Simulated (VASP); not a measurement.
Input of a VASP 6.6.1 run:

Contents of INCAR:

```
SYSTEM = N
  ALGO = Normal
  EDIFF = 1E-6
  ENCUT = 520
  GGA = PE
  ISIF = 2
  ISMEAR = -1
  LASPH = .True.
  LCHARG = .False.
  LREAL = .False.
  LWAVE = .False.
  NBANDS = 8
  NELM = 60
  PREC = Accurate
  SIGMA = 0.06122561905347299
```

Contents of KPOINTS:

```
k-points
0
Gamma
  58 58 58
  0 0 0
```

The input POSCAR:

```
N
1.0
    1.8771661507      0.0000000000      0.0000000000
    0.0000000000      1.8771661507      0.0000000000
    0.0000000000      0.0000000000      1.8771661507
N
1
Direct
    0.0000000000      0.0000000000      0.0000000000
```

Potentials or basis: VASP PAW PBE potentials, release 64 (N).

Launch:

```sh
$ cat potpaw_PBE.64/N/POTCAR > POTCAR
$ mpirun -np 1 vasp_std > vasp.out
```

Task: Estimate the pressure.

Result: -4.0 GPa.

Task: Predict the band gap on the k mesh.

Result: Zero (an odd number of electrons rules out a gap without spin polarisation).

Caveat: the cell stands under tension; an odd number of electrons without spin polarisation forces a metal; a magnetic or distorted state may lie lower.
